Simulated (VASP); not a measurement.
# SrO (Fm-3m) in VASP: notebook

The runs below take SrO through electric field gradients, with PBE.

Everything below comes from runs of VASP 6.6.1. Logs are shortened: lines on timing, memory, paths and dates and some standing lists are left out, and cuts for length are marked.

**1. The cell of the first run**

The structure is cubic, space group Fm-3m (No. 225). Conventional cell: a = 5.207 Å, b = 5.207 Å, c = 5.207 Å, α = 90.00°, β = 90.00°, γ = 90.00°. Within 3.4 Å of Sr (site symmetry m-3m) lie 6 O at 2.60 Å. Within 3.4 Å of O (site symmetry m-3m) lie 6 Sr at 2.60 Å.

**2. Electric field gradients, PBE (volume scaled by 1.04)**

Input file INCAR:

```
  PREC = Accurate
  ENCUT = 520
  EDIFF = 1E-8
  ISMEAR = -1
  SIGMA = 0.02
  LREAL = F
  LASPH = T
  NELM = 60
  ALGO = Normal
  ISIF = 2
  LWAVE = F
  LCHARG = F
  GGA = PE
  LEFG = T
  NBANDS = 15
```

Input file KPOINTS:

```
regular mesh
0
Gamma
  8 8 8
```

Input file POSCAR:

```
SrO
1.0
    0.0000000000      2.6036170359      2.6036170359
    2.6036170359      0.0000000000      2.6036170359
    2.6036170359      2.6036170359      0.0000000000
Sr O
1 1
Direct
    0.0000000000      0.0000000000      0.0000000000
    0.5000000000      0.5000000000      0.5000000000
```

Potentials or basis: VASP PAW PBE potentials, release 64 (Sr_sv, O).

The run is started by

```sh
$ cat potpaw_PBE.64/Sr_sv/POTCAR potpaw_PBE.64/O/POTCAR > POTCAR
$ mpirun -np 1 vasp_std > vasp.out
```

OUTCAR:

```text
PREC = Accurate
   ENCUT = 520
   EDIFF = 1E-8
   ISMEAR = -1
   LREAL = F
   LASPH = T
   NELM = 60
   ISIF = 2
   GGA = PE

 ion  position               nearest neighbor table
   1  0.000  0.000  0.000-   2 2.60   2 2.60   2 2.60   2 2.60   2 2.60   2 2.60
   2  0.500  0.500  0.500-   1 2.60   1 2.60   1 2.60   1 2.60   1 2.60   1 2.60

  LATTYP: Found a face centered cubic cell.
 ALAT       =     5.2072340718

  Lattice vectors:

 A1 = (   0.0000000000,   2.6036170359,   2.6036170359)
 A2 = (   2.6036170359,   0.0000000000,   2.6036170359)
 A3 = (   2.6036170359,   2.6036170359,   0.0000000000)

Analysis of symmetry for initial positions (statically):
=====================================================================
 Subroutine PRICEL returns:
 Original cell was already a primitive cell.

 Routine SETGRP: Setting up the symmetry group for a
 face centered cubic supercell.

 Subroutine GETGRP returns: Found 48 space group operations
 (whereof 48 operations were pure point group operations)
 out of a pool of 48 trial point group operations.

The static configuration has the point symmetry O_h .

Analysis of symmetry for dynamics (positions and initial velocities):
=====================================================================
 Subroutine PRICEL returns:
 Original cell was already a primitive cell.

 Routine SETGRP: Setting up the symmetry group for a
 face centered cubic supercell.

 Subroutine GETGRP returns: Found 48 space group operations
 (whereof 48 operations were pure point group operations)
 out of a pool of 48 trial point group operations.

The dynamic configuration has the point symmetry O_h .

 Subroutine INISYM returns: Found 48 space group operations
 (whereof 48 operations are pure point group operations),
 and found     1 'primitive' translations

----------------------------------------------------------------------------------------

                                     Primitive cell

  volume of cell :      35.2989

  direct lattice vectors                    reciprocal lattice vectors
     0.000000000  2.603617036  2.603617036    -0.192040532  0.192040532  0.192040532
     2.603617036  0.000000000  2.603617036     0.192040532 -0.192040532  0.192040532
     2.603617036  2.603617036  0.000000000     0.192040532  0.192040532 -0.192040532

  length of vectors
     3.682070523  3.682070523  3.682070523     0.332623958  0.332623958  0.332623958

  position of ions in fractional coordinates (direct lattice)
     0.000000000  0.000000000  0.000000000
     0.500000000  0.500000000  0.500000000

  ion indices of the primitive-cell ions
   primitive index   ion index
                 1           1
                 2           2

----------------------------------------------------------------------------------------

 KPOINTS: regular mesh

Automatic generation of k-mesh.
 Grid dimensions read from file:
 generate k-points for:    8    8    8

 Generating k-lattice:

  Cartesian coordinates                     Fractional coordinates (reciprocal lattice)
    -0.024005066  0.024005066  0.024005066     0.125000000  0.000000000  0.000000000
     0.024005066 -0.024005066  0.024005066     0.000000000  0.125000000  0.000000000
     0.024005066  0.024005066 -0.024005066     0.000000000  0.000000000  0.125000000

  Length of vectors
     0.041577995  0.041577995  0.041577995

  Shift w.r.t. Gamma in fractional coordinates (k-lattice)
     0.000000000  0.000000000  0.000000000

 Subroutine IBZKPT returns following result:
 ===========================================

 Found     29 irreducible k-points:

 Following reciprocal coordinates:
            Coordinates               Weight
  0.000000  0.000000  0.000000      1.000000
  0.125000  0.000000  0.000000      8.000000
  0.250000  0.000000  0.000000      8.000000
  0.375000  0.000000  0.000000      8.000000
  0.500000  0.000000  0.000000      4.000000
  0.125000  0.125000  0.000000      6.000000
[... 16 lines left out ...]
  0.500000  0.250000  0.125000     48.000000
 -0.375000  0.250000  0.125000     24.000000
 [... further k-points ...]
   k-points           NKPTS =     29   k-points in BZ     NKDIM =     29   number of bands    NBANDS=     15
   number of dos      NEDOS =    301   number of ions     NIONS =      2
   total plane-waves  NPLWV =  21952
   dimension x,y,z NGX =    28 NGY =   28 NGZ =   28
   dimension x,y,z NGXF=    56 NGYF=   56 NGZF=   56
   ions per type =               1   1
   NGX,Y,Z   is equivalent  to a cutoff of  12.64, 12.64, 12.64 a.u.
   NGXF,Y,Z  is equivalent  to a cutoff of  25.28, 25.28, 25.28 a.u.
 SYSTEM =  unknown system
   PREC   = accura    normal or accurate (medium, high low for compatibility)
   ISTART =      0    job   : 0-new  1-cont  2-samecut
   ICHARG =      2    charge: 1-file 2-atom 10-const
   ISPIN  =      1    spin polarized calculation?
   LNONCOLLINEAR =      F non collinear calculations
   LSORBIT =      F    spin-orbit coupling
   LASPH  =      T    aspherical Exc in radial PAW
   ENCUT  =  520.0 eV  38.22 Ry    6.18 a.u.   6.85  6.85  6.85*2*pi/ulx,y,z
   NELM   =     60;   NELMIN=  2; NELMDL= -5     # of ELM steps
   EDIFF  = 0.1E-07   stopping-criterion for ELM
   LREAL  =      F    real-space projection
   EDIFFG = 0.1E-06   stopping-criterion for IOM
   NSW    =      0    number of steps for IOM
   IBRION =     -1    ionic relax: 0-MD 1-quasi-New 2-CG
   NFREE  =      0    steps in history (QN), initial steepest desc. (CG)
   ISIF   =      2    stress and relaxation
   ISYM   =      2    0-nonsym 1-usesym 2-fastsym
   POTIM  = 0.5000    time-step for ionic-motion
   TEBEG  =    0.0;   TEEND  =   0.0 temperature during run
   PSTRESS=    0.0 pullay stress
   NELECT =      16.0000    total number of electrons
   NUPDOWN=      -1.0000    fix difference up-down
   EMIN   =  10.00;   EMAX   =-10.00  energy-range for DOS
   EFERMI =   0.00;   METHOD = LEGACY
   ISMEAR =    -1;   SIGMA  =   0.02  broadening in eV -4-tet -1-fermi 0-gaus
   EFERMI_NEDOS =   21; number of points for ismear=-14 and -15
   IALGO  =     38    algorithm
   IMIX   =      4    mixing-type and parameters
     AMIX     =   0.40;   BMIX     =  1.00
     AMIX_MAG =   1.60;   BMIX_MAG =  1.00
  volume/ion in A,a.u.               =      17.65       119.10
  Fermi-wavevector in a.u.,A,eV,Ry     =   1.257557  2.376438 21.516932  1.581450
  Thomas-Fermi vector in A             =   2.391210
   LORBIT       =      0    0 simple, 1 ext, 2 COOP (PROOUT), +10 PAW based schemes
   GGA     = PE    functional components
   LHFCALC =     F    Hartree Fock is set to
   AEXX    =    0.0000 exact exchange contribution
   IVDW    =     0    specifies the selected vdW correction
   LEPSILON=     F    determine dielectric tensor
   LRPA    =     F    only Hartree local field effects (RPA)
 non-spin polarized calculation
  energy-cutoff  :      520.00
  volume of cell :       35.30
 maximum number of plane-waves:       960
   NGX = 13   NGY = 13   NGZ = 13

 number of electron      16.0000001 magnetization

 Free energy of the ion-electron system (eV)
  ---------------------------------------------------
  ext. energy  EPLUGINS =         0.00000000
  ---------------------------------------------------
  free energy    TOTEN  =       -12.05514382 eV

  energy without entropy =      -12.05514382  energy(sigma->0) =      -12.05514382

 E-fermi :   1.9712     XC(G=0):  -9.8490

 val. band max:        1.4888739460   @ k =   0.0000   0.0000   0.0000
 cond. band min:       4.7719933732   @ k =   0.5000   0.5000   0.0000
 fundamental gap:      3.2831194272
 Fermi energy:         1.9712487870

 k-point     1 :       0.0000    0.0000    0.0000
  band No.  band energies     occupation
      1     -31.0360      2.00000
      2     -13.5537      2.00000
      3     -12.7106      2.00000
      4     -12.7106      2.00000
      5     -12.7106      2.00000
      6       1.4889      2.00000
      7       1.4889      2.00000
      8       1.4889      2.00000
      9       5.2072      0.00000
     10       7.6141      0.00000
     11       7.6141      0.00000
     12       7.6141      0.00000
     13       9.6974      0.00000
     14       9.6974      0.00000
     15      14.0134      0.00000

 k-point     2 :       0.1250    0.0000    0.0000
  band No.  band energies     occupation
      1     -31.0191      2.00000
      2     -13.9283      2.00000
      3     -12.7218      2.00000
      4     -12.7218      2.00000
      5     -12.3783      2.00000
      6       1.0459      2.00000
      7       1.3052      2.00000
      8       1.3052      2.00000
      9       5.8917      0.00000
     10       7.4670      0.00000
     11       7.9067      0.00000
     12       7.9067      0.00000
     13      10.0795      0.00000
     14      10.0795      0.00000
     15      14.9679      0.00000

 k-point     3 :       0.2500    0.0000    0.0000
  band No.  band energies     occupation
      1     -30.9781      2.00000
      2     -14.4763      2.00000
      3     -12.7485      2.00000
      4     -12.7485      2.00000
      5     -11.9332      2.00000
      6       0.2479      2.00000
      7       0.9070      2.00000
      8       0.9070      2.00000
      9       7.2957      0.00000
     10       7.4899      0.00000
     11       8.6989      0.00000
     12       8.6989      0.00000
     13      11.0388      0.00000
     14      11.0388      0.00000
     15      16.8413      0.00000
[... 343 lines left out ...]
 k-point    23 :       0.5000    0.2500    0.1250
  band No.  band energies     occupation
      1     -30.9154      2.00000
      2     -14.6566      2.00000
      3     -13.0327      2.00000
      4     -12.8652      2.00000
      5     -11.8918      2.00000
      6      -0.0082      2.00000
      7       0.6046      2.00000
      8       0.9705      2.00000
      9       6.9679      0.00000
     10       8.4353      0.00000
     11      10.1286      0.00000
     12      10.3475      0.00000
     13      12.2314      0.00000
     14      13.1530      0.00000
     15      15.3335      0.00000

 k-point    24 :      -0.3750    0.2500    0.1250
  band No.  band energies     occupation
      1     -30.9017      2.00000
      2     -14.7194      2.00000
      3     -13.0533      2.00000
      4     -12.9119      2.00000
      5     -11.8623      2.00000
      6      -0.0414      2.00000
      7       0.6601      2.00000
      8       0.7205      2.00000
      9       7.7175      0.00000
     10       8.0695      0.00000
     11      10.4820      0.00000
     12      10.7430      0.00000
     13      12.7322      0.00000
     14      14.0217      0.00000
     15      14.3762      0.00000

 [... further k-points ...]
[... 5 lines left out ...]
  --------------------------------------------------------------------------------------
  -------------------------------------------------------------------------------------
  Total       -0.0216317     -0.0216317     -0.0216317     -0.0000000     -0.0000000     -0.0000000
  in kB       -0.9818362     -0.9818362     -0.9818362     -0.0000000     -0.0000000     -0.0000000
  external PRESSURE =      -0.9818362 kB  Pullay stress =       0.0000000 kB

 VOLUME and BASIS-vectors are now :
 -----------------------------------------------------------------------------
  energy-cutoff  :      520.00
  volume of cell :       35.30
      direct lattice vectors                 reciprocal lattice vectors
     0.000000000  2.603617036  2.603617036    -0.192040532  0.192040532  0.192040532
     2.603617036  0.000000000  2.603617036     0.192040532 -0.192040532  0.192040532
     2.603617036  2.603617036  0.000000000     0.192040532  0.192040532 -0.192040532

 POSITION                                       TOTAL-FORCE (eV/Angst)
 -----------------------------------------------------------------------------------
      0.00000      0.00000      0.00000        -0.000000      0.000000     -0.000000
      2.60362      2.60362      2.60362         0.000000      0.000000      0.000000
 -----------------------------------------------------------------------------------
    total drift:                                0.000000      0.000000      0.000000

  FREE ENERGIE OF THE ION-ELECTRON SYSTEM (eV)
  ---------------------------------------------------
  free  energy   TOTEN  =       -12.0551438151 eV

  energy  without entropy=      -12.0551438151  energy(sigma->0) =      -12.05514382

 Electric field gradients (V/A^2)
---------------------------------------------------------------------
 ion       V_xx      V_yy      V_zz      V_xy      V_xz      V_yz
---------------------------------------------------------------------
   1       0.000    -0.000     0.000     0.000     0.000     0.000
   2       0.000     0.000    -0.000     0.001     0.001     0.001
---------------------------------------------------------------------

 Electric field gradients after diagonalization (V/A^2)
 (convention: |V_zz| > |V_xx| > |V_yy|)
----------------------------------------------------------------------
 ion       V_xx      V_yy      V_zz     asymmetry (V_yy - V_xx)/ V_zz
----------------------------------------------------------------------
   1      -0.000    -0.000     0.000       0.000
   2      -0.001    -0.001     0.001       0.000
----------------------------------------------------------------------

           NMR quadrupolar parameters

 Cq : quadrupolar parameter    Cq=e*Q*V_zz/h
 eta: asymmetry parameters     (V_yy - V_xx)/ V_zz
 Q  : nuclear electric quadrupole moment in mb (millibarn)
----------------------------------------------------------------------
 ion       Cq(MHz)       eta       Q (mb)
----------------------------------------------------------------------
   1       0.000       0.000       1.000
   2       0.000       0.000       1.000
----------------------------------------------------------------------
```

It took 8 s on 1 thread of Intel Xeon 6975P-C (Granite Rapids), shared host; peak memory 0.16 GiB.

Results:

| Property | Result |
| --- | --- |
| Free energy | -12.0551 eV |
| Pressure | -0.1 GPa |
| Band gap on the k mesh | 3.28 eV, indirect (least direct gap 3.39 eV) |

Caveat: without QUAD_EFG the Cq values of the log hold for a quadrupole moment of 1 mb, not for the nuclei. A k mesh can miss the band edges.

**3. Electric field gradients, PBE (volume scaled by 1.02)**

Input file INCAR:

```
SYSTEM = SrO
  ALGO = Normal
  EDIFF = 1E-8
  ENCUT = 520
  GGA = PE
  ISIF = 2
  ISMEAR = -1
  LASPH = .True.
  LCHARG = .False.
  LEFG = .True.
  LREAL = .False.
  LWAVE = .False.
  NBANDS = 15
  NELM = 60
  PREC = Accurate
  SIGMA = 0.02
```

Input file KPOINTS:

```
k-points
0
Gamma
  8 8 8
  0 0 0
```

Input file POSCAR:

```
SrO
1.0
    0.0000000000      2.5868190390      2.5868190390
    2.5868190390      0.0000000000      2.5868190390
    2.5868190390      2.5868190390      0.0000000000
Sr O
1 1
Direct
    0.0000000000      0.0000000000      0.0000000000
    0.5000000000      0.5000000000      0.5000000000
```

Potentials or basis: VASP PAW PBE potentials, release 64 (Sr_sv, O).

The run is started by

```sh
$ cat potpaw_PBE.64/Sr_sv/POTCAR potpaw_PBE.64/O/POTCAR > POTCAR
$ mpirun -np 1 vasp_std > vasp.out
```

OUTCAR:

```text
SYSTEM = SrO
   EDIFF = 1E-8
   ENCUT = 520
   GGA = PE
   ISIF = 2
   ISMEAR = -1
   LASPH = .True.
   LREAL = .False.
   NELM = 60
   PREC = Accurate

 ion  position               nearest neighbor table
   1  0.000  0.000  0.000-   2 2.59   2 2.59   2 2.59   2 2.59   2 2.59   2 2.59
   2  0.500  0.500  0.500-   1 2.59   1 2.59   1 2.59   1 2.59   1 2.59   1 2.59

  LATTYP: Found a face centered cubic cell.
 ALAT       =     5.1736380780

  Lattice vectors:

 A1 = (   0.0000000000,   2.5868190390,   2.5868190390)
[... 644 lines left out ...]
  ---------------------------------------------------
  free  energy   TOTEN  =       -12.0515365228 eV

  energy  without entropy=      -12.0515365228  energy(sigma->0) =      -12.05153652

 Electric field gradients (V/A^2)
---------------------------------------------------------------------
 ion       V_xx      V_yy      V_zz      V_xy      V_xz      V_yz
---------------------------------------------------------------------
   1       0.000    -0.000    -0.000     0.000     0.000     0.000
   2      -0.000     0.000    -0.000    -0.000    -0.000    -0.000
---------------------------------------------------------------------

 Electric field gradients after diagonalization (V/A^2)
 (convention: |V_zz| > |V_xx| > |V_yy|)
----------------------------------------------------------------------
 ion       V_xx      V_yy      V_zz     asymmetry (V_yy - V_xx)/ V_zz
----------------------------------------------------------------------
   1      -0.000    -0.000     0.000       0.000
   2       0.000     0.000    -0.000       0.000
----------------------------------------------------------------------

           NMR quadrupolar parameters

 Cq : quadrupolar parameter    Cq=e*Q*V_zz/h
 eta: asymmetry parameters     (V_yy - V_xx)/ V_zz
 Q  : nuclear electric quadrupole moment in mb (millibarn)
----------------------------------------------------------------------
 ion       Cq(MHz)       eta       Q (mb)
----------------------------------------------------------------------
   1       0.000       0.000       1.000
   2      -0.000       0.000       1.000
----------------------------------------------------------------------
```

It took 8.1 s on 1 thread of Intel Xeon 6975P-C (Granite Rapids), shared host; peak memory 0.16 GiB.

Results:

```
Free energy            : -12.0515 eV
Pressure               : 1.6 GPa
Band gap on the k mesh : 3.27 eV, indirect (least direct gap 3.37 eV)
```

Levels at points of the mesh, in eV from the valence-band top:
```csv
k point,band 6,band 7,band 8,band 9,band 10,band 11
"(0.00, 0.00, 0.00)",0.00,0.00,0.00,3.85,6.17,6.17
"(0.50, 0.00, 0.00)",-2.14,-1.10,-1.10,6.47,8.31,8.74
"(0.50, 0.50, 0.00)",-0.46,-0.10,-0.10,3.27,7.66,10.05
```

Caveat: without QUAD_EFG the Cq values of the log hold for a quadrupole moment of 1 mb, not for the nuclei.

[end of part 1 of 2]
